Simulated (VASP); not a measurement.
Input of a VASP 6.6.1 run:

File POSCAR:

```
CdSe
1.0
    0.0000000000      3.2196361228      2.8293599211
    3.2196361228      0.0000000000      2.8293599211
    3.2196361228      3.2196361228      0.0000000000
Cd Se
1 1
Direct
    0.0000000000      0.0000000000      0.0000000000
    0.2500000000      0.2500000000      0.2500000000
```

Contents of INCAR.step1:

```
SYSTEM = CdSe
ALGO     = Normal         ! electronic algorithm
EDIFF    = 1E-5           ! SCF threshold, eV
ENCUT    = 550            ! plane-wave cutoff, eV
GGA      = PE             ! functional
GGA_COMPAT= .False.      
ISMEAR   = 0              ! smearing method
LASPH    = .True.         ! aspherical terms in the spheres
LCHARG   = .False.        ! write CHGCAR
LREAL    = .False.        ! projectors in reciprocal space
LWAVE    = .True.         ! write WAVECAR
NBANDS   = 16             ! bands
NELM     = 120            ! most SCF steps
PREC     = Accurate       ! precision mode
SIGMA    = 0.01           ! smearing width, eV
```

Contents of INCAR.step2:

```
SYSTEM = CdSe
ALGO     = Normal         ! electronic algorithm
EDIFF    = 1E-6           ! SCF threshold, eV
ENCUT    = 550            ! plane-wave cutoff, eV
GGA_COMPAT= .False.      
ISIF     = 2              ! what is computed and relaxed
ISMEAR   = 0              ! smearing method
ISTART   = 1            
LASPH    = .True.         ! aspherical terms in the spheres
LCHARG   = .True.         ! write CHGCAR
LELF     = .True.         ! ELF
LMIXTAU  = .True.       
LREAL    = .False.        ! projectors in reciprocal space
LVHAR    = .True.       
LWAVE    = .False.        ! write WAVECAR
METAGGA  = R2SCAN         ! meta-GGA
NBANDS   = 16             ! bands
NELM     = 120            ! most SCF steps
PREC     = Accurate       ! precision mode
SIGMA    = 0.01           ! smearing width, eV
```

KPOINTS

```
k-points
0
Gamma
  8 8 8
  0 0 0
```

Potentials or basis: VASP PAW PBE potentials, release 64 (Cd, Se).

Launch:

```console
$ cat potpaw_PBE.64/Cd/POTCAR potpaw_PBE.64/Se/POTCAR > POTCAR
$ cp INCAR.step1 INCAR
$ mpirun -np 1 vasp_std > vasp.out
$ cp INCAR.step2 INCAR
$ mpirun -np 1 vasp_std > vasp.out
```

(1) Estimate the band gap on the k mesh.

(2) Predict the pressure.

## Answers

(1) 0.76 eV.

(2) -1.0 GPa.

Caveat: the cell differs from its parent crystal (epitaxial xy strain +5.0%); the PAW data sets were made with another functional, which shifts forces and pressure a little.
